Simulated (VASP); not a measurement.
Write the native input for VASP 6.6.1 that does the following.

```
Task                   : single point
Functional             : PBE
Potentials or basis    : VASP PAW PBE potentials, release 64 (K_sv, B, Rh_pv)
Cutoff                 : 520 eV
k mesh                 : 4 × 4 × 4
Occupations            : gaussian, width 0.1 eV
Spin                   : no spin polarisation
Dipole correction      : no
Further INCAR settings : ALGO = Normal; EDIFF = 1e-06; NBANDS = 38
```

The structure of KB6Rh2 lies in POSCAR:

```
KB6Rh2
1.0
    0.0000000000      3.7759086800      3.7759086800
    3.7759086800      0.0000000000      3.7759086800
    3.7759086800      3.7759086800      0.0000000000
K B Rh
1 6 2
Direct
    0.5000000000      0.5000000000      0.5000000000
    0.5000000000      0.0000000000      0.0000000000
    0.0000000000      0.5000000000      0.5000000000
    0.0000000000      0.5000000000      0.0000000000
    0.5000000000      0.0000000000      0.5000000000
    0.0000000000      0.0000000000      0.5000000000
    0.5000000000      0.5000000000      0.0000000000
    0.2500000000      0.2500000000      0.2500000000
    0.7500000000      0.7500000000      0.7500000000
```

The input as run:

INCAR

```
  ALGO = Normal
  EDIFF = 1E-6
  ENCUT = 520
  GGA = PE
  ISIF = 2
  ISMEAR = 0
  LASPH = True
  LCHARG = True
  LELF = True
  LREAL = False
  LVHAR = True
  LWAVE = False
  NBANDS = 38
  NELM = 60
  PREC = Accurate
  SIGMA = 0.1
```

KPOINTS

```
k-points
0
Gamma
  4 4 4
```

Potentials or basis: VASP PAW PBE potentials, release 64 (K_sv, B, Rh_pv).

Launch:

```console
$ cat potpaw_PBE.64/K_sv/POTCAR potpaw_PBE.64/B/POTCAR potpaw_PBE.64/Rh_pv/POTCAR > POTCAR
$ mpirun -np 1 vasp_std > vasp.out
```

Results of the run:

```yaml
Pressure: 47.6 GPa
```

Caveat: the k points lie up to 0.36 Å⁻¹ apart.

Wall time 66 s on 1 thread of AMD EPYC 7R13, on a shared host, peak memory 0.21 GiB.
